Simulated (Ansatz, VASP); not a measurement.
## TiAu: VASP beside Ansatz

```
Ti Au
1.0
     3.18859    0.00000    0.00000
     0.00000    3.18859    0.00000
     0.00000    0.00000    3.18859
Ti Au
1 1
Direct
  0.50000 0.50000 0.50000
  0.00000 0.00000 0.00000
```

Alike in both runs: functional LDA; k mesh 14 × 14 × 14; occupations gaussian, width 0.1 eV; no spin polarisation.

Ansatz relaxed the structure, and its values are those at the end. VASP's run is a single point on that final structure, the one shown.

|  | VASP | Ansatz |
| --- | --- | --- |
| version | VASP 6.6.1 | Ansatz 0.2.0 |
| potentials or method | VASP PAW LDA potentials, release 64 (Ti_sv, Au), cutoff 500 eV | scalar-relativistic, plane waves, PAW |
| valence electrons in the cell | 23 | 31 |

```tsv
	VASP	Ansatz	Ansatz less VASP
gap on the k mesh at the Fermi level (eV)	none	none	-
pressure (GPa)	0.3	0.0	-0.33
```

LDA's correlation is that of Perdew and Zunger in VASP and of Perdew and Wang (1992) in Ansatz. A gap of «none» marks a metal or a gap that the smearing closes. VASP's potentials hold 23 valence electrons a cell and Ansatz's 31, so a difference there can come from the potentials and not from the codes.

Neither program's run includes spin-orbit coupling.
